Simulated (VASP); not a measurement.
Write the native input for VASP 6.6.1 that does the following.

- Task: relaxation of cell and atoms
- Functional: PBE
- Potentials or basis: VASP PAW PBE potentials, release 64 (Mn_pv, In_d, Cu)
- Cutoff: 600 eV
- k mesh: 6 × 6 × 4
- Occupations: gaussian, width 0.1 eV
- Spin: collinear spin, ferromagnetic start
- Starting moments: [4.0, 0.0, 0.0] μB
- Dipole correction: no
- Further INCAR settings: ALGO = Normal; EDIFF = 1e-06; IBRION = 2; EDIFFG = -0.04; NSW = 90; ISIF = 3

The structure of MnInCu lies in POSCAR:

```
MnInCu
1.0
    2.1834493600     -2.8878375500      0.0000000000
    2.1834493600      2.8878375500      0.0000000000
    0.0000000000      0.0000000000      4.4360766900
Mn In Cu
1 1 1
Direct
    0.0000000000      0.0000000000      0.0000000000
    0.5000000000      0.5000000000      0.0000000000
    0.0000000000      0.0000000000      0.5000000000
```

One way to write it, as run:

INCAR

```
SYSTEM = MnInCu
ALGO = Normal
EDIFF = 1E-6
EDIFFG = -0.04
ENCUT = 600
GGA = PE
IBRION = 2
ISIF = 3
ISMEAR = 0
ISPIN = 2
LASPH = .TRUE.
LCHARG = .FALSE.
LMAXMIX = 4
LORBIT = 11
LREAL = .FALSE.
LWAVE = .FALSE.
MAGMOM = 4 0 0
NELM = 150
NSW = 90
PREC = Accurate
SIGMA = 0.1
```

KPOINTS

```
k-points
0
G
  6 6 4
  0 0 0
```

Potentials or basis: VASP PAW PBE potentials, release 64 (Mn_pv, In_d, Cu).

The run is started by

```console
$ cat potpaw_PBE.64/Mn_pv/POTCAR potpaw_PBE.64/In_d/POTCAR potpaw_PBE.64/Cu/POTCAR > POTCAR
$ mpirun -np 1 vasp_std > vasp.out
```

Results of the run:

```yaml
Relaxed_volume: 22.78 Å³/atom
Relaxed_cell: a = 3.756 Å, b = 3.756 Å, c = 4.845 Å, α = 90.00°, β = 90.00°, γ = 90.09°
Space_group_after_relaxing_to_0.05_Å: P4/mmm (No. 123)
Energy_gained_by_relaxing: 767.5 meV/atom
Ionic_steps: 13
Pressure_after_relaxing: 0.0 GPa
Net_moment: -3.54 μB per cell
Site_moments: Mn -3.36; In +0.10; Cu -0.16 μB
Valence_electrons_inside_the_program's_atomic_spheres: Mn 11.60; In 11.46; Cu 9.84
```

Caveat: the volume moved by over 15 % at a fixed basis, so the end points are rough.

Run time: 16 min on 1 thread of Intel(R) Xeon(R) Platinum 8488C (Sapphire Rapids), with other jobs on the host, peak memory 0.31 GiB.
